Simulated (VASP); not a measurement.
Runs of VASP 6.6.1 on PbS. The structure is that of space group P6_3/mmc (No. 194), or close to it. The cells are those of the table. 

| task | level | potentials or basis | cell | cutoff (eV) | smearing | gap on the mesh (eV) | pressure (GPa) | relaxed volume (Å³/atom) |
| --- | --- | --- | --- | --- | --- | --- | --- | --- |
| single point | r2SCAN | VASP PAW PBE potentials, release 64 (Pb_d, S) | a = 4.997, b = 4.997, c = 5.998 Å, angles 90.0, 90.0, 120.0°, 4 atoms | 520 | fermi-dirac 0.02 eV | 1.73 | 0.0 | - |
| single point | PBEsol | VASP PAW PBE potentials, release 64 (Pb_d, S) | a = 4.946, b = 4.946, c = 5.933 Å, angles 90.0, 90.0, 120.0°, 4 atoms | 520 | fermi-dirac 0.02 eV | 1.29 | 0.0 | - |
| single point | LDA | VASP PAW LDA potentials, release 64 (Pb_d, S) | a = 4.997, b = 4.997, c = 5.998 Å, angles 90.0, 90.0, 120.0°, 4 atoms | 520 | gaussian 0.01 eV | (b) | -2.7 | - |
| relaxation of cell and atoms | PBEsol | VASP PAW PBE potentials, release 64 (Pb_d, S) | relaxed from a = 5.025, b = 5.025, c = 6.039 Å, angles 90.0, 90.0, 120.0°, 4 atoms | 600 | fermi-dirac 0.02 eV | 1.29 | 0.0 | 31.44 |
| single point | PBE | VASP PAW PBE potentials, release 64 (Pb_d, S) | a = 5.025, b = 5.025, c = 6.039 Å, angles 90.0, 90.0, 120.0°, 4 atoms | 520 | fermi-dirac 0.02 eV | 1.45 | 0.0 | - |
| dielectric tensor | PBE | VASP PAW PBE potentials, release 64 (Pb_d, S) | a = 4.997, b = 4.997, c = 5.998 Å, angles 90.0, 90.0, 120.0°, 4 atoms | 520 | gaussian 0.01 eV | 1.43 | - | - |
| single point | PBE | VASP PAW PBE potentials, release 64 (Pb_d, S) | a = 4.997, b = 4.997, c = 5.998 Å, angles 90.0, 90.0, 120.0°, 4 atoms | 520 | fermi-dirac 0.02 eV | 1.43 | (a) | - |
| relaxation of cell and atoms | r2SCAN | VASP PAW PBE potentials, release 64 (Pb_d, S) | relaxed from a = 5.025, b = 5.025, c = 6.039 Å, angles 90.0, 90.0, 120.0°, 4 atoms | 600 | fermi-dirac 0.02 eV | 1.73 | 0.0 | 32.44 |

Alike in all rows: no spin polarisation; k mesh 6 × 6 × 4.

Fill in the values left out.

(a) 0.7; (b) 1.27.

Caveats: spin-orbit coupling is left out, which moves the levels of the heavy elements; the PAW data sets were made with another functional, which shifts forces and pressure a little (some runs).

A k mesh can miss the band edges, and the runs leave out spin-orbit coupling on Pb.
